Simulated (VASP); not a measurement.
The system is Pt.

```
CELL_PARAMETERS angstrom
0.00000 1.94774 1.94774
1.94774 0.00000 1.94774
1.94774 1.94774 0.00000
ATOMIC_POSITIONS crystal
Pt 0.00000 0.00000 0.00000
```

Base run:

| Property | Result |
| --- | --- |
| Program | VASP 6.6.1 |
| Functional | PBE |
| Potentials or basis | VASP PAW PBE potentials, release 64 (Pt) |
| Cutoff | 500 eV |
| k mesh | 12 × 12 × 12 |
| Occupations | fermi-dirac, width 0.05 eV |
| Spin | no spin polarisation |

Its results: band gap on the k mesh zero (band 5 reaches 12.19 eV, above the bottom of band 6 at 9.87 eV); pressure 16.2 GPa.

Q: After a change of settings the same cell gave: band gap on the k mesh zero (band 5 reaches 12.02 eV, above the bottom of band 6 at 8.23 eV); pressure 6.1 GPa. Which change was it?
A. functional from PBE to r2SCAN; cutoff from 500 eV to 520 eV
B. functional from PBE to LDA; potentials or basis from VASP PAW PBE potentials, release 64 (Pt) to VASP PAW LDA potentials, release 64 (Pt); cutoff from 500 eV to 520 eV
C. functional from PBE to PBE0; cutoff from 500 eV to 520 eV; k mesh from 12 × 12 × 12 to 8 × 8 × 8
D. functional from PBE to PBE exchange alone; cutoff from 500 eV to 520 eV; further incar settings from ALGO = Normal; EDIFF = 1e-06; NBANDS = 11 to ALGO = Normal; EDIFF = 1e-07; NBANDS = 11

A: C.

Caveats: spin-orbit coupling is left out, which moves the levels of the heavy elements; the PAW data sets were made with another functional, which shifts forces and pressure a little (some runs).
